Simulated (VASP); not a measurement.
Set up this calculation in VASP 6.6.1, as the native input.

- Task: single point
- Functional: PBE
- Potentials or basis: VASP PAW PBE potentials, release 64 (Ti_sv, Al)
- Cutoff: 520 eV
- k mesh: 8 × 8 × 8
- Occupations: gaussian, width 0.011 eV
- Spin: no spin polarisation
- Dipole correction: no
- Further INCAR settings: ALGO = Fast; EDIFF = 1e-06; NBANDS = 14

The structure of TiAl lies in POSCAR:

```
TiAl
1.0
    3.1790640000      0.0000000000      0.0000000000
    0.0000000000      3.1790640000      0.0000000000
    0.0000000000      0.0000000000      3.1790640000
Ti Al
1 1
Direct
    0.0000000000      0.0000000000      0.0000000000
    0.5000000000      0.5000000000      0.5000000000
```

The input as run:

INCAR

```
  ALGO = Fast
  EDIFF = 1E-6
  ENCUT = 520
  GGA = PE
  ISIF = 2
  ISMEAR = 0
  LASPH = T
  LCHARG = T
  LELF = T
  LREAL = F
  LVHAR = T
  LWAVE = F
  NBANDS = 14
  NELM = 80
  PREC = Accurate
  SIGMA = 0.011
```

KPOINTS

```
k-points
0
Gamma
  8 8 8
```

Potentials or basis: VASP PAW PBE potentials, release 64 (Ti_sv, Al).

The run is started by

```bash
$ cat potpaw_PBE.64/Ti_sv/POTCAR potpaw_PBE.64/Al/POTCAR > POTCAR
$ mpirun -np 1 vasp_std > vasp.out
```

It gave:

```
Pressure : 0.6 GPa
```

Wall time 17 s on 1 thread of Intel(R) Xeon(R) 6975P-C (Granite Rapids) (shared host), peak memory 0.14 GiB.
